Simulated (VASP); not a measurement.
# ZnSe (I-4m2) in VASP: notebook

ZnSe is run at these levels: PBE; tasks: single point.

All numbers are computed with VASP 6.6.1; they aren't measurements. Logs are shortened: lines on timing, memory, paths and dates and some standing lists are left out, and cuts for length are marked.

## (1) The cell of the first run

It takes space group I-4m2 (No. 119, tetragonal). Conventional cell: a = 4.053 Å, b = 4.053 Å, c = 5.961 Å, α = 90.00°, β = 90.00°, γ = 90.00°. Within 3.3 Å of Zn (site symmetry -4m2) lie 4 Se at 2.52 Å. Within 3.3 Å of Se (site symmetry -4m2) lie 4 Zn at 2.52 Å.

## (2) Single point, PBE (strain +0.000 along x and y, +0.040 along z)

Contents of INCAR:

```
  PREC = Accurate
  ENCUT = 520
  EDIFF = 1E-7
  ISMEAR = 0
  SIGMA = 0.05
  LREAL = F
  LASPH = T
  NELM = 60
  ALGO = Normal
  ISIF = 2
  LWAVE = F
  LCHARG = F
  GGA = PE
  NBANDS = 16
```

Contents of KPOINTS:

```
regular mesh
0
Gamma
  8 8 8
```

Contents of POSCAR:

```
ZnSe
1.0
    0.0000000000      2.8659201403      2.9805569459
    2.8659201403      0.0000000000      2.9805569459
    2.8659201403      2.8659201403      0.0000000000
Zn Se
1 1
Direct
    0.0000000000      0.0000000000      0.0000000000
    0.7500000000      0.7500000000      0.7500000000
```

Potentials or basis: VASP PAW PBE potentials, release 64 (Zn, Se).

The run is started by

```console
cat potpaw_PBE.64/Zn/POTCAR potpaw_PBE.64/Se/POTCAR > POTCAR
mpirun -np 1 vasp_std > vasp.out
```

OUTCAR:

```text
PREC = Accurate
   ENCUT = 520
   EDIFF = 1E-7
   ISMEAR = 0
   LREAL = F
   LASPH = T
   NELM = 60
   ISIF = 2
   GGA = PE

 ion  position               nearest neighbor table
   1  0.000  0.000  0.000-   2 2.52   2 2.52   2 2.52   2 2.52
   2  0.750  0.750  0.750-   1 2.52   1 2.52   1 2.52   1 2.52

  LATTYP: Found a body centered tetragonal cell.
 ALAT       =     4.0530231311
 C/A-ratio  =     1.4707821049

  Lattice vectors:

 A1 = (  -2.8659201403,   0.0000000000,   2.9805569459)
 A2 = (   2.8659201403,   0.0000000000,   2.9805569459)
 A3 = (   0.0000000000,   2.8659201403,  -2.9805569459)

Analysis of symmetry for initial positions (statically):
=====================================================================
 Subroutine PRICEL returns:
 Original cell was already a primitive cell.

 Routine SETGRP: Setting up the symmetry group for a
 body centered tetragonal supercell.

 Subroutine GETGRP returns: Found  8 space group operations
 (whereof  8 operations were pure point group operations)
 out of a pool of 16 trial point group operations.

The static configuration has the point symmetry D_2d.

Analysis of symmetry for dynamics (positions and initial velocities):
=====================================================================
 Subroutine PRICEL returns:
 Original cell was already a primitive cell.

 Routine SETGRP: Setting up the symmetry group for a
 body centered tetragonal supercell.

 Subroutine GETGRP returns: Found  8 space group operations
 (whereof  8 operations were pure point group operations)
 out of a pool of 16 trial point group operations.

The dynamic configuration has the point symmetry D_2d.

 Subroutine INISYM returns: Found  8 space group operations
 (whereof  8 operations are pure point group operations),
 and found     1 'primitive' translations

----------------------------------------------------------------------------------------

                                     Primitive cell

  volume of cell :      48.9616

  direct lattice vectors                    reciprocal lattice vectors
     0.000000000  2.865920140  2.980556946    -0.174464038  0.174464038  0.167753883
     2.865920140  0.000000000  2.980556946     0.174464038 -0.174464038  0.167753883
     2.865920140  2.865920140  0.000000000     0.174464038  0.174464038 -0.167753883

  length of vectors
     4.134878228  4.134878228  4.053023131     0.298356777  0.298356777  0.298356777

  position of ions in fractional coordinates (direct lattice)
     0.000000000  0.000000000  0.000000000
     0.750000000  0.750000000  0.750000000

  ion indices of the primitive-cell ions
   primitive index   ion index
                 1           1
                 2           2

----------------------------------------------------------------------------------------

 KPOINTS: regular mesh

Automatic generation of k-mesh.
 Grid dimensions read from file:
 generate k-points for:    8    8    8

 Generating k-lattice:

  Cartesian coordinates                     Fractional coordinates (reciprocal lattice)
    -0.021808005  0.021808005  0.020969235     0.125000000  0.000000000  0.000000000
     0.021808005 -0.021808005  0.020969235     0.000000000  0.125000000  0.000000000
     0.021808005  0.021808005 -0.020969235    -0.000000000 -0.000000000  0.125000000

  Length of vectors
     0.037294597  0.037294597  0.037294597

  Shift w.r.t. Gamma in fractional coordinates (k-lattice)
     0.000000000  0.000000000  0.000000000

 Subroutine IBZKPT returns following result:
 ===========================================

 Found     59 irreducible k-points:

 Following reciprocal coordinates:
            Coordinates               Weight
  0.000000  0.000000  0.000000      1.000000
  0.125000  0.000000  0.000000      8.000000
  0.250000  0.000000  0.000000      8.000000
  0.375000  0.000000  0.000000      8.000000
  0.500000  0.000000  0.000000      4.000000
  0.125000  0.125000  0.000000      2.000000
[... 16 lines left out ...]
  0.250000  0.000000  0.125000     16.000000
  0.375000  0.000000  0.125000     16.000000
 [... further k-points ...]
   k-points           NKPTS =     59   k-points in BZ     NKDIM =     59   number of bands    NBANDS=     16
   number of dos      NEDOS =    301   number of ions     NIONS =      2
   total plane-waves  NPLWV =  30720
   dimension x,y,z NGX =    32 NGY =   32 NGZ =   30
   dimension x,y,z NGXF=    64 NGYF=   64 NGZF=   60
   ions per type =               1   1
   NGX,Y,Z   is equivalent  to a cutoff of  12.87, 12.87, 12.31 a.u.
   NGXF,Y,Z  is equivalent  to a cutoff of  25.73, 25.73, 24.61 a.u.
 SYSTEM =  unknown system
   PREC   = accura    normal or accurate (medium, high low for compatibility)
   ISTART =      0    job   : 0-new  1-cont  2-samecut
   ICHARG =      2    charge: 1-file 2-atom 10-const
   ISPIN  =      1    spin polarized calculation?
   LNONCOLLINEAR =      F non collinear calculations
   LSORBIT =      F    spin-orbit coupling
   LASPH  =      T    aspherical Exc in radial PAW
   ENCUT  =  520.0 eV  38.22 Ry    6.18 a.u.   7.69  7.69  7.54*2*pi/ulx,y,z
   NELM   =     60;   NELMIN=  2; NELMDL= -5     # of ELM steps
   EDIFF  = 0.1E-06   stopping-criterion for ELM
   LREAL  =      F    real-space projection
   EDIFFG = 0.1E-05   stopping-criterion for IOM
   NSW    =      0    number of steps for IOM
   IBRION =     -1    ionic relax: 0-MD 1-quasi-New 2-CG
   NFREE  =      0    steps in history (QN), initial steepest desc. (CG)
   ISIF   =      2    stress and relaxation
   ISYM   =      2    0-nonsym 1-usesym 2-fastsym
   POTIM  = 0.5000    time-step for ionic-motion
   TEBEG  =    0.0;   TEEND  =   0.0 temperature during run
   PSTRESS=    0.0 pullay stress
   NELECT =      18.0000    total number of electrons
   NUPDOWN=      -1.0000    fix difference up-down
   EMIN   =  10.00;   EMAX   =-10.00  energy-range for DOS
   EFERMI =   0.00;   METHOD = LEGACY
   ISMEAR =     0;   SIGMA  =   0.05  broadening in eV -4-tet -1-fermi 0-gaus
   EFERMI_NEDOS =   21; number of points for ismear=-14 and -15
   IALGO  =     38    algorithm
   IMIX   =      4    mixing-type and parameters
     AMIX     =   0.40;   BMIX     =  1.00
     AMIX_MAG =   1.60;   BMIX_MAG =  1.00
  volume/ion in A,a.u.               =      24.48       165.20
  Fermi-wavevector in a.u.,A,eV,Ry     =   1.172773  2.216219 18.713392  1.375396
  Thomas-Fermi vector in A             =   2.309196
   LORBIT       =      0    0 simple, 1 ext, 2 COOP (PROOUT), +10 PAW based schemes
   GGA     = PE    functional components
   LHFCALC =     F    Hartree Fock is set to
   AEXX    =    0.0000 exact exchange contribution
   IVDW    =     0    specifies the selected vdW correction
   LEPSILON=     F    determine dielectric tensor
   LRPA    =     F    only Hartree local field effects (RPA)
 non-spin polarized calculation
 Gauss-broadening in eV      SIGMA  =   0.05
  energy-cutoff  :      520.00
  volume of cell :       48.96
 maximum number of plane-waves:      1333
   NGX = 15   NGY = 15   NGZ = 15

 number of electron      18.0000003 magnetization

 Free energy of the ion-electron system (eV)
  ---------------------------------------------------
  ext. energy  EPLUGINS =         0.00000000
  ---------------------------------------------------
  free energy    TOTEN  =        -6.01685290 eV

  energy without entropy =       -6.01685290  energy(sigma->0) =       -6.01685290

 E-fermi :   1.3263     XC(G=0):  -8.9937

 val. band max:        1.0614581072   @ k =   0.0000   0.0000   0.0000
 cond. band min:       2.0106902874   @ k =   0.0000   0.0000   0.0000
 fundamental gap:      0.9492321802
 Fermi energy:         1.3262942617

 k-point     1 :       0.0000    0.0000    0.0000
  band No.  band energies     occupation
      1     -11.8013      2.00000
      2      -5.3034      2.00000
      3      -5.2866      2.00000
      4      -5.2866      2.00000
      5      -4.9884      2.00000
      6      -4.9853      2.00000
[... 8 lines left out ...]
     15      11.9546      0.00000
     16      12.6598      0.00000

 k-point     2 :       0.1250    0.0000    0.0000
  band No.  band energies     occupation
      1     -11.7142      2.00000
      2      -5.2912      2.00000
      3      -5.2756      2.00000
      4      -5.2730      2.00000
      5      -4.9886      2.00000
      6      -4.9871      2.00000
[... 8 lines left out ...]
     15      11.5742      0.00000
     16      11.8436      0.00000

 k-point     3 :       0.2500    0.0000    0.0000
  band No.  band energies     occupation
      1     -11.4899      2.00000
      2      -5.2588      2.00000
      3      -5.2426      2.00000
      4      -5.2204      2.00000
      5      -4.9879      2.00000
      6      -4.9847      2.00000
[... 8 lines left out ...]
     15      11.4637      0.00000
     16      11.7142      0.00000

 k-point     4 :       0.3750    0.0000    0.0000
  band No.  band energies     occupation
      1     -11.2415      2.00000
      2      -5.2356      2.00000
      3      -5.2175      2.00000
      4      -5.0488      2.00000
      5      -4.9821      2.00000
      6      -4.9718      2.00000
[... 8 lines left out ...]
     15      12.3320      0.00000
     16      12.4797      0.00000
[... 324 lines left out ...]
 k-point    22 :       0.1250    0.0000    0.1250
  band No.  band energies     occupation
      1     -11.6825      2.00000
      2      -5.2887      2.00000
      3      -5.2788      2.00000
      4      -5.2613      2.00000
      5      -4.9947      2.00000
      6      -4.9813      2.00000
[... 8 lines left out ...]
     15      11.9501      0.00000
     16      12.3381      0.00000

 k-point    23 :       0.2500    0.0000    0.1250
  band No.  band energies     occupation
      1     -11.5013      2.00000
      2      -5.2698      2.00000
      3      -5.2446      2.00000
      4      -5.2257      2.00000
      5      -4.9986      2.00000
      6      -4.9749      2.00000
[... 8 lines left out ...]
     15      12.2209      0.00000
     16      12.9343      0.00000

 k-point    24 :       0.3750    0.0000    0.1250
  band No.  band energies     occupation
      1     -11.2575      2.00000
      2      -5.2331      2.00000
      3      -5.2103      2.00000
      4      -5.1234      2.00000
      5      -4.9825      2.00000
      6      -4.9643      2.00000
[... 8 lines left out ...]
     15      12.5466      0.00000
     16      13.1753      0.00000

 [... further k-points ...]

------------------------ aborting loop because EDIFF is reached ----------------------------------------

  FORCE on cell =-STRESS in cart. coord.  units (eV):
  Direction    XX          YY          ZZ          XY          YZ          ZX
  --------------------------------------------------------------------------------------
  -------------------------------------------------------------------------------------
  Total       -0.4209408     -0.4209408     -0.8676201      0.0000000      0.0000000     -0.0000000
  in kB      -13.7745053    -13.7745053    -28.3912540      0.0000000      0.0000000     -0.0000000
  external PRESSURE =     -18.6467549 kB  Pullay stress =       0.0000000 kB

 VOLUME and BASIS-vectors are now :
 -----------------------------------------------------------------------------
  energy-cutoff  :      520.00
  volume of cell :       48.96
      direct lattice vectors                 reciprocal lattice vectors
     0.000000000  2.865920140  2.980556946    -0.174464038  0.174464038  0.167753883
     2.865920140  0.000000000  2.980556946     0.174464038 -0.174464038  0.167753883
     2.865920140  2.865920140  0.000000000     0.174464038  0.174464038 -0.167753883

 POSITION                                       TOTAL-FORCE (eV/Angst)
 -----------------------------------------------------------------------------------
      0.00000      0.00000      0.00000        -0.000000     -0.000000     -0.000000
      4.29888      4.29888      4.47084         0.000000      0.000000      0.000000
 -----------------------------------------------------------------------------------
    total drift:                               -0.000005     -0.000005     -0.000008

  FREE ENERGIE OF THE ION-ELECTRON SYSTEM (eV)
  ---------------------------------------------------
  free  energy   TOTEN  =        -6.0168528977 eV

  energy  without entropy=       -6.0168528977  energy(sigma->0) =       -6.01685290
```

Wall time 21 s (1 thread of Intel Xeon Platinum 8488C (Sapphire Rapids), shared host); peak memory 0.2 GiB.

Results:

```
Free energy            : -6.0169 eV
Pressure               : -1.9 GPa
Band gap on the k mesh : 0.95 eV
```

Stress tensor (GPa, compression positive):
```
-1.38  0.00  0.00
 0.00 -1.38  0.00
 0.00  0.00 -2.84
```

Levels at points of the mesh, in eV from the valence-band top:
```
           k point  band 6  band 7  band 8  band 9  band 10  band 11  band 12  band 13
(0.00, 0.00, 0.00)   -6.05   -0.15    0.00    0.00     0.95     5.77     5.77     5.79
(0.50, 0.00, 0.00)   -5.92   -4.82   -0.92   -0.70     2.35     6.22     6.48     8.31
(0.50, 0.50, 0.00)   -5.92   -4.63   -1.85   -1.85     3.20     3.63     9.94    10.72
(0.50, 0.00, 0.50)   -5.88   -4.41   -2.07   -2.01     3.04     3.28    10.28    10.47
```

Caveat: the cell differs from its parent crystal (strain +0.000 along x and y, +0.040 along z).

## (3) Single point, PBE (strain +0.040 along x and y, +0.080 along z)

Contents of INCAR:

```
SYSTEM = ZnSe
PREC = Accurate
ENCUT = 520
EDIFF = 1E-6
ISMEAR = 0
SIGMA = 0.05
LREAL = .False.
LASPH = .True.
NELM = 100
ALGO = Normal
ISIF = 2
LWAVE = .False.
LCHARG = .True.
GGA = PE
LELF = .True.
LVHAR = .True.
NBANDS = 16
```

Contents of KPOINTS:

```
Automatic mesh
0
Gamma
  8 8 8
  0 0 0
```

Contents of POSCAR:

```
ZnSe
1.0
    0.0000000000      2.9805569459      3.0951937515
    2.9805569459      0.0000000000      3.0951937515
    2.9805569459      2.9805569459      0.0000000000
Zn Se
1 1
Direct
    0.0000000000      0.0000000000      0.0000000000
    0.7500000000      0.7500000000      0.7500000000
```

Potentials or basis: VASP PAW PBE potentials, release 64 (Zn, Se).

The run is started by

```console
cat potpaw_PBE.64/Zn/POTCAR potpaw_PBE.64/Se/POTCAR > POTCAR
mpirun -np 1 vasp_std > vasp.out
```

Wall time 20 s (1 thread of Intel Xeon Platinum 8488C (Sapphire Rapids), shared host); peak memory 0.21 GiB.

The run converged. Its results:

* Free energy: -5.8585 eV
* Pressure: -6.1 GPa
* Band gap on the k mesh: 0.54 eV

Stress tensor (GPa, compression positive):
```
-5.61  0.00  0.00
 0.00 -5.61  0.00
 0.00  0.00 -6.99
```

Levels at points of the mesh, in eV from the valence-band top:
```tsv
k point	band 7	band 8	band 9	band 10	band 11	band 12
(0.00, 0.00, 0.00)	-0.13	0.00	0.00	0.54	5.76	5.76
(0.50, 0.00, 0.00)	-4.19	-0.76	-0.58	2.15	6.21	6.43
(0.50, 0.50, 0.00)	-4.14	-1.52	-1.52	3.40	3.50	9.28
(0.50, 0.00, 0.50)	-3.95	-1.70	-1.66	3.20	3.27	9.56
```

Caveat: the cell differs from its parent crystal (strain +0.040 along x and y, +0.080 along z); the cell stands under tension.
